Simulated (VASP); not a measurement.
Input of a VASP 6.6.1 run:

POSCAR

```
Be
1.0
   -1.2650000000      1.2650000000      1.2650000000
    1.2650000000     -1.2650000000      1.2650000000
    1.2650000000      1.2650000000     -1.2650000000
Be
1
Direct
    0.0000000000      0.0000000000      0.0000000000
```

Contents of INCAR.step1:

```
PREC     = Accurate       # precision mode
ENCUT    = 660            # plane-wave cutoff, eV
ISMEAR   = 0              # smearing method
SIGMA    = 0.05           # smearing width, eV
LREAL    = False          # projectors in reciprocal space
LASPH    = True           # aspherical terms in the spheres
NELM     = 120            # most SCF steps
GGA      = PE             # functional
ALGO     = Normal         # electronic algorithm
EDIFF    = 1E-5           # SCF threshold, eV
LWAVE    = True           # write WAVECAR
LCHARG   = False          # write CHGCAR
GGA_COMPAT= False        
IBRION   = 2              # ionic algorithm
ISIF     = 3              # what is computed and relaxed
EDIFFG   = -0.005         # ionic threshold
NELMIN   = 4            
NSW      = 100            # ionic steps
```

Contents of INCAR.step2:

```
PREC     = Accurate       # precision mode
ENCUT    = 660            # plane-wave cutoff, eV
EDIFF    = 1E-7           # SCF threshold, eV
ISMEAR   = 0              # smearing method
SIGMA    = 0.05           # smearing width, eV
LREAL    = False          # projectors in reciprocal space
LASPH    = True           # aspherical terms in the spheres
NELM     = 120            # most SCF steps
ALGO     = Normal         # electronic algorithm
ISIF     = 3              # what is computed and relaxed
LWAVE    = False          # write WAVECAR
LCHARG   = False          # write CHGCAR
METAGGA  = R2SCAN         # meta-GGA
LMIXTAU  = True         
IBRION   = 2              # ionic algorithm
NSW      = 80             # ionic steps
EDIFFG   = -0.02          # ionic threshold
PSTRESS  = 600.0        
ISTART   = 1            
GGA_COMPAT= False        
NELMIN   = 4
```

KPOINTS

```
regular mesh
0
Gamma
  26 26 26
```

Potentials or basis: VASP PAW PBE potentials, release 64 (Be).

Run with:

```sh
$ cat potpaw_PBE.64/Be/POTCAR > POTCAR
$ cp INCAR.step1 INCAR
$ mpirun -np 1 vasp_std > vasp.out
$ cp INCAR.step2 INCAR
$ mpirun -np 1 vasp_std > vasp.out
```

Q: Predict the space group after relaxing (to 0.1 Å).

A: Im-3m (No. 229).

Q: Predict the relaxed volume.

A: 5.83 Å³/atom.

Q: Predict the relaxed cell.

A: a = 1.964 Å, b = 1.964 Å, c = 1.964 Å, α = 109.47°, β = 109.47°, γ = 109.47°.

Final structure:
```
Be
1.0
    -1.13376    1.13376    1.13376
     1.13376   -1.13376    1.13376
     1.13376    1.13376   -1.13376
Be
1
Direct
  0.00000 0.00000 0.00000
```

Caveat: the cell is relaxed towards a set pressure, so the run minimises the enthalpy, not the energy; the volume moved by over 15 % at a fixed basis, so the end points are rough; the PAW data sets were made with another functional, which shifts forces and pressure a little.
